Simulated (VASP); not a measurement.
# NaH (Fm-3m) in VASP: further runs, part 2 of 2

VASP 6.6.1. The steps go on from the part before.

## (3) Vibrations by perturbation theory, PBE

Contents of INCAR:

```
SYSTEM = NaH
PREC = Accurate
ENCUT = 520
EDIFF = 1E-8
ISMEAR = 0
SIGMA = 0.01
LREAL = .FALSE.
LASPH = .TRUE.
NELM = 100
ALGO = Normal
ISIF = 2
LWAVE = .FALSE.
LCHARG = .TRUE.
GGA = PE
NBANDS = 11
IBRION = 8
NSW = 1
LEPSILON = .TRUE.
```

Contents of KPOINTS:

```
Automatic mesh
0
G
  8 8 8
  0 0 0
```

Contents of POSCAR:

```
NaH
1.0
    0.0000000000      2.4157897303      2.4157897303
    2.4157897303      0.0000000000      2.4157897303
    2.4157897303      2.4157897303      0.0000000000
Na H
1 1
Direct
    0.5000000000      0.5000000000      0.5000000000
    0.0000000000      0.0000000000      0.0000000000
```

Potentials or basis: VASP PAW PBE potentials, release 64 (Na_pv, H).

Run with:

```console
cat potpaw_PBE.64/Na_pv/POTCAR potpaw_PBE.64/H/POTCAR > POTCAR
mpirun -np 1 vasp_std > vasp.out
```

OUTCAR:

```text
SYSTEM = NaH
   PREC = Accurate
   ENCUT = 520
   EDIFF = 1E-8
   ISMEAR = 0
   LREAL = .FALSE.
   LASPH = .TRUE.
   NELM = 100
   ISIF = 2
   GGA = PE
   IBRION = 8
   NSW = 1
   LEPSILON = .TRUE.

 ion  position               nearest neighbor table
   1  0.500  0.500  0.500-
   2  0.000  0.000  0.000-

  LATTYP: Found a face centered cubic cell.
 ALAT       =     4.8315794606

  Lattice vectors:

 A1 = (   0.0000000000,   2.4157897303,   2.4157897303)
 A2 = (   2.4157897303,   0.0000000000,   2.4157897303)
 A3 = (   2.4157897303,   2.4157897303,   0.0000000000)

Analysis of symmetry for initial positions (statically):
=====================================================================
 Subroutine PRICEL returns:
 Original cell was already a primitive cell.

 Routine SETGRP: Setting up the symmetry group for a
[... 634 lines left out ...]
  z     0.00000     0.00000     0.00000     0.00000     0.00000     0.00000

 SECOND DERIVATIVES (NOT SYMMETRIZED)
 ------------------------------------
               1X          1Y          1Z          2X          2Y          2Z
  1X    -0.867181    0.000000    0.000000    0.867181    0.000000    0.000000
  1Y     0.000000   -0.867181    0.000000    0.000000    0.867181    0.000000
  1Z     0.000000    0.000000   -0.867181    0.000000    0.000000    0.867181
  2X     0.876967    0.000000    0.000000   -0.876967    0.000000    0.000000
  2Y     0.000000    0.876967    0.000000    0.000000   -0.876967    0.000000
  2Z     0.000000    0.000000    0.876967    0.000000    0.000000   -0.876967

 Eigenvectors and eigenvalues of the dynamical matrix
 ----------------------------------------------------

   1 f  =   14.951586 THz    93.943585 2PiTHz  498.731223 cm-1    61.834763 meV
             X         Y         Z           dx          dy          dz
      2.415790  2.415790  2.415790     0.000000    0.203074    0.000000
      0.000000  0.000000  0.000000     0.000000   -0.979163    0.000000
[... 21 lines left out ...]
   6 f/i=    0.016680 THz     0.104805 2PiTHz    0.556395 cm-1     0.068984 meV
             X         Y         Z           dx          dy          dz
      2.415790  2.415790  2.415790     0.000000   -0.979163    0.000000
      0.000000  0.000000  0.000000     0.000000   -0.203074    0.000000

--------------------------------------------------------------------------------------------------------

 MACROSCOPIC STATIC DIELECTRIC TENSOR IONIC CONTRIBUTION
 ------------------------------------------------------
           6.931885     0.000000    -0.000000
           0.000000     6.931885     0.000000
          -0.000000     0.000000     6.931885
 ------------------------------------------------------

 ELASTIC MODULI CONTR FROM IONIC RELAXATION (kBar)
 Direction    XX          YY          ZZ          XY          YZ          ZX
 --------------------------------------------------------------------------------
 XX           0.0000      0.0000      0.0000      0.0000      0.0000      0.0000
 YY           0.0000      0.0000      0.0000      0.0000      0.0000      0.0000
 ZZ           0.0000      0.0000      0.0000      0.0000      0.0000      0.0000
 XY           0.0000      0.0000      0.0000      0.0000      0.0000      0.0000
 YZ           0.0000      0.0000      0.0000      0.0000      0.0000      0.0000
 ZX           0.0000      0.0000      0.0000      0.0000      0.0000      0.0000
 --------------------------------------------------------------------------------

 PIEZOELECTRIC TENSOR IONIC CONTR  for field in x, y, z        (C/m^2)
          XX          YY          ZZ          XY          YZ          ZX
  --------------------------------------------------------------------------------
  x     0.00000     0.00000     0.00000     0.00000     0.00000     0.00000
  y     0.00000     0.00000     0.00000     0.00000     0.00000     0.00000
  z     0.00000     0.00000     0.00000     0.00000     0.00000     0.00000
```

It took 4.8 min on 1 thread of AMD EPYC 7R43 (Zen 3), shared host; peak memory 0.16 GiB.

What came out:

```
Electronic dielectric tensor (diagonal)                 : 3.12
Born charges (mean of the diagonal)                     : Na +0.97; H -0.97 e
Highest phonon frequency at Γ, LO-TO splitting left out : 499 cm⁻¹
```

Phonon frequencies in cm⁻¹ (negative: imaginary):
```tsv
q point	frequencies
(0.000, 0.000, 0.000)	-1 -1 -1 499 499 499
```

Electronic dielectric tensor:
```
3.12 0.00 0.00
0.00 3.12 0.00
0.00 0.00 3.12
```

Born effective charge tensors (e):
atom 1, Na
```
0.97 0.00 0.00
0.00 0.97 0.00
0.00 0.00 0.97
```
atom 2, H
```
-0.97  0.00  0.00
 0.00 -0.97  0.00
 0.00  0.00 -0.97
```

## (4) Elastic constants, PBE

Contents of INCAR:

```
PREC = Accurate ; ENCUT = 600
EDIFF = 1E-8 ; ISMEAR = 0
SIGMA = 0.01 ; LREAL = F
LASPH = T ; NELM = 100
ALGO = Normal ; ISIF = 3
LWAVE = F ; LCHARG = F
GGA = PE ; NBANDS = 11
IBRION = 6 ; NFREE = 2
POTIM = 0.015 ; NSW = 1
```

Contents of KPOINTS:

```
regular mesh
0
Gamma
  8 8 8
```

POSCAR is that of step 3.

Potentials or basis: VASP PAW PBE potentials, release 64 (Na_pv, H).

Run with:

```console
cat potpaw_PBE.64/Na_pv/POTCAR potpaw_PBE.64/H/POTCAR > POTCAR
mpirun -np 1 vasp_std > vasp.out
```

OUTCAR:

```text
PREC = Accurate
   ENCUT = 600
   EDIFF = 1E-8
   ISMEAR = 0
   LREAL = F
   LASPH = T
   NELM = 100
   ISIF = 3
   GGA = PE
   IBRION = 6
   NFREE = 2
   POTIM = 0.015
   NSW = 1

 ion  position               nearest neighbor table
   1  0.500  0.500  0.500-
   2  0.000  0.000  0.000-

[... 783 lines left out ...]
   1 f  =   14.945192 THz    93.903410 2PiTHz  498.517939 cm-1    61.808319 meV
             X         Y         Z           dx          dy          dz
      2.415790  2.415790  2.415790     0.000000    0.203986    0.000000
      0.000000  0.000000  0.000000     0.000000   -0.978974    0.000000
[... 21 lines left out ...]
   6 f/i=    0.002754 THz     0.017305 2PiTHz    0.091870 cm-1     0.011390 meV
             X         Y         Z           dx          dy          dz
      2.415790  2.415790  2.415790     0.000000    0.000000    0.978974
      0.000000  0.000000  0.000000     0.000000    0.000000    0.203986

--------------------------------------------------------------------------------------------------------

 ELASTIC MODULI CONTR FROM IONIC RELAXATION (kBar)
 Direction    XX          YY          ZZ          XY          YZ          ZX
 --------------------------------------------------------------------------------
 XX           0.0000      0.0000      0.0000      0.0000      0.0000      0.0000
 YY           0.0000      0.0000      0.0000      0.0000      0.0000      0.0000
 ZZ           0.0000      0.0000      0.0000      0.0000      0.0000      0.0000
 XY           0.0000      0.0000      0.0000      0.0000      0.0000      0.0000
 YZ           0.0000      0.0000      0.0000      0.0000      0.0000      0.0000
 ZX           0.0000      0.0000      0.0000      0.0000      0.0000      0.0000
 --------------------------------------------------------------------------------

 TOTAL ELASTIC MODULI (kBar)
 Direction    XX          YY          ZZ          XY          YZ          ZX
 --------------------------------------------------------------------------------
 XX         442.5049    126.8990    126.8990      0.0000     -0.0000     -0.0000
 YY         126.8990    442.5049    126.8990     -0.0000      0.0000      0.0000
 ZZ         126.8990    126.8990    442.5049      0.0000     -0.0000     -0.0000
 XY           0.0000     -0.0000      0.0000    225.5878      0.0000      0.0000
 YZ          -0.0000      0.0000     -0.0000      0.0000    225.5878      0.0000
 ZX          -0.0000      0.0000     -0.0000      0.0000      0.0000    225.5878
 --------------------------------------------------------------------------------
```

OSZICAR:

```text
N       E                     dE             d eps       ncg     rms          rms(c)
DAV:   1     0.338392085322E+02    0.33839E+02   -0.45413E+03   641   0.804E+02
DAV:   2    -0.457342751229E+01   -0.38413E+02   -0.38198E+02   659   0.193E+02
[... 172 lines left out ...]
DAV:   1    -0.508812975105E+01   -0.28061E-03   -0.23606E-01  1334   0.174E+00    0.125E-01
DAV:   2    -0.508797761496E+01    0.15214E-03   -0.12467E-03  1436   0.205E-01    0.740E-02
DAV:   3    -0.508784722008E+01    0.13039E-03   -0.17697E-04  1454   0.546E-02    0.396E-03
DAV:   4    -0.508784845252E+01   -0.12324E-05   -0.25480E-06  1465   0.101E-02    0.268E-03
DAV:   5    -0.508784913598E+01   -0.68346E-06   -0.91957E-07  1447   0.461E-03    0.457E-04
DAV:   6    -0.508784912624E+01    0.97425E-08   -0.21881E-08  1460   0.906E-04
  17 F= -.50878491E+01 E0= -.50878491E+01  d E =-.161092-110
```

Wall time 6.8 min (1 thread of AMD EPYC 7R43 (Zen 3), shared host); peak memory 0.2 GiB.

What came out:

* Elastic constants C11, C12, C44: 44, 13, 23 GPa
* Voigt bulk modulus: 23 GPa
* Highest phonon frequency at Γ, LO-TO splitting left out: 499 cm⁻¹

Phonon frequencies in cm⁻¹ (negative: imaginary):
| q point | frequencies |
| --- | --- |
| (0.000, 0.000, 0.000) | 0 0 0 499 499 499 |

Elastic tensor in Voigt notation (GPa, in the Cartesian axes of the cell as first typed):
```
44 13 13  0  0  0
13 44 13  0  0  0
13 13 44  0  0  0
 0  0  0 23  0  0
 0  0  0  0 23  0
 0  0  0  0  0 23
```

Clamped-ion elastic tensor (GPa):
```
44 13 13  0  0  0
13 44 13  0  0  0
13 13 44  0  0  0
 0  0  0 23  0  0
 0  0  0  0 23  0
 0  0  0  0  0 23
```
